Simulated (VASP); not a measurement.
A run of VASP 6.6.1:

Contents of INCAR:

```
PREC = Accurate
ENCUT = 520
EDIFF = 1E-6
ISMEAR = -1
SIGMA = 0.1
LREAL = F
LASPH = T
NELM = 100
ALGO = Normal
ISIF = 2
LWAVE = F
LCHARG = T
GGA = PS
LELF = T
LVHAR = T
NBANDS = 40
```

File KPOINTS:

```
Automatic mesh
0
Gamma
  6 6 3
```

File POSCAR:

```
TiGeSb
1.0
    3.5477589190      0.0000000000      0.0000000000
    0.0000000000      3.5477589190      0.0000000000
    0.0000000000      0.0000000000      7.8710570560
Ti Ge Sb
2 2 2
Direct
    0.5000000000      0.0000000000      0.2487500000
    0.0000000000      0.5000000000      0.7512500000
    0.0000000000      0.0000000000      0.0000000000
    0.5000000000      0.5000000000      0.0000000000
    0.5000000000      0.0000000000      0.6155600000
    0.0000000000      0.5000000000      0.3844400000
```

Potentials or basis: VASP PAW PBE potentials, release 64 (Ti_sv, Ge_d, Sb).

Run with:

```bash
$ cat potpaw_PBE.64/Ti_sv/POTCAR potpaw_PBE.64/Ge_d/POTCAR potpaw_PBE.64/Sb/POTCAR > POTCAR
$ mpirun -np 1 vasp_std > vasp.out
```

Hardware: 1 thread of Intel(R) Xeon(R) Platinum 8259CL CPU @ 2.50GHz (Skylake/Cascade Lake) (shared host).

Task: Estimate the wall time of this run.

Result: It took 84 s on 1 thread of Intel(R) Xeon(R) Platinum 8259CL CPU @ 2.50GHz (Skylake/Cascade Lake), with other jobs on the host, peak memory 0.24 GiB. Counts: scf iterations 14, k points 20.
